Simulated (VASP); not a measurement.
Set up this calculation in VASP 6.6.1, as the native input.

```
Task                   : single point
Functional             : PBE
Potentials or basis    : VASP PAW PBE potentials, release 64 (Bi_d, Pt)
Cutoff                 : 520 eV
k mesh                 : 6 × 6 × 6
Occupations            : methfessel-paxton, width 0.1 eV
Spin                   : no spin polarisation
Dipole correction      : no
Further INCAR settings : ALGO = Normal; EDIFF = 1e-07; NBANDS = 30
```

The structure of BiPt3 lies in POSCAR:

```
BiPt3
1.0
    4.1155237470      0.0000000000      0.0000000000
    0.0000000000      4.1155237470      0.0000000000
    0.0000000000      0.0000000000      4.1155237470
Bi Pt
1 3
Direct
    0.0000000000      0.0000000000      0.0000000000
    0.0000000000      0.5000000000      0.5000000000
    0.5000000000      0.0000000000      0.5000000000
    0.5000000000      0.5000000000      0.0000000000
```

The input as run:

INCAR

```
SYSTEM = BiPt3
PREC = Accurate ; ENCUT = 520
EDIFF = 1E-7 ; ISMEAR = 1
SIGMA = 0.1 ; LREAL = .False.
LASPH = .True. ; NELM = 100
ALGO = Normal ; ISIF = 2
LWAVE = .False. ; LCHARG = .False.
GGA = PE ; NBANDS = 30
```

KPOINTS

```
regular mesh
0
Gamma
  6 6 6
  0 0 0
```

Potentials or basis: VASP PAW PBE potentials, release 64 (Bi_d, Pt).

Run with:

```console
$ cat potpaw_PBE.64/Bi_d/POTCAR potpaw_PBE.64/Pt/POTCAR > POTCAR
$ mpirun -np 1 vasp_std > vasp.out
```

It gave:

```yaml
Pressure: 7.6 GPa
```

Run time: 20 s on 1 thread of Intel(R) Xeon(R) Platinum 8488C (Sapphire Rapids), on a shared host, peak memory 0.19 GiB.
